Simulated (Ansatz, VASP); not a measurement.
## ZnSe in VASP and in Ansatz

Contents of INCAR:

```
SYSTEM = ZnSe
PREC = Accurate
ENCUT = 520
EDIFF = 1E-7
ISMEAR = 0
SIGMA = 0.05
LREAL = .False.
LASPH = .True.
NELM = 80
ALGO = Normal
ISIF = 2
LWAVE = .False.
LCHARG = .True.
LELF = .True.
LVHAR = .True.
NBANDS = 26
```

The input KPOINTS:

```
regular mesh
0
Gamma
  8 8 6
  0 0 0
```

Contents of POSCAR:

```
ZnSe
1.0
    4.1030397429      0.0000000000      0.0000000000
    0.0000000000      4.1030397429      0.0000000000
    0.0000000000      0.0000000000      5.4151678808
Zn Se
2 2
Direct
    0.0000000000      0.0000000000      0.0000000000
    0.5000000000      0.5000000000      0.0000000000
    0.0000000000      0.5000000000      0.2796655406
    0.5000000000      0.0000000000      0.7203344594
```

Input for Ansatz:

```yaml
crystal:
  lattice:
    - [4.1030397429, 0.0, 0.0]
    - [0.0, 4.1030397429, 0.0]
    - [0.0, 0.0, 5.4151678808]
  atoms:
    - { symbol: Zn, position: [0.0, 0.0, 0.0] }
    - { symbol: Zn, position: [0.5, 0.5, 0.0] }
    - { symbol: Se, position: [0.0, 0.5, 0.2796655406] }
    - { symbol: Se, position: [0.5, 0.0, 0.7203344594] }
basis:
  ecutwfc: 520.0
kpoints:
  mp_grid: { grid: [8, 8, 6] }
hamiltonian:
  xc: lda
scf:
  occupations: { method: gaussian, width: 0.05 }
output:
  forces: true
  stress: true
  eigenvalues: true
```

Alike in both runs: task single point; functional LDA; k mesh 8 × 8 × 6; occupations gaussian, width 0.05 eV; no spin polarisation.

|  | VASP | Ansatz |
| --- | --- | --- |
| version | VASP 6.6.1 | Ansatz 0.2.0 |
| potentials or method | VASP PAW LDA potentials, release 64 (Zn, Se), cutoff 520 eV | scalar-relativistic, plane waves, PAW |
| valence electrons in the cell | 36 | 56 |

VASP gave:

```
gap on the k mesh at the Fermi level (eV)                     : 1.40
least direct gap on the mesh (eV)                             : 1.40
pressure (GPa)                                                : -5.1
traceless stress, the component that is largest in VASP (GPa) : 0.20
rms of the force components (eV/Å)                            : 0.308
```

Task: Which values does Ansatz return?

Result: gap on the k mesh at the Fermi level (eV): 1.38; least direct gap on the mesh (eV): 1.38; pressure (GPa): -5.3; traceless stress, the component that is largest in VASP (GPa): 0.22; rms of the force components (eV/Å): 0.328.

LDA's correlation is that of Perdew and Zunger in VASP and of Perdew and Wang (1992) in Ansatz. Atom by atom the forces differ by 0.020 eV/Å (rms over components). VASP's potentials hold 36 valence electrons a cell and Ansatz's 56, so a difference there can come from the potentials and not from the codes.
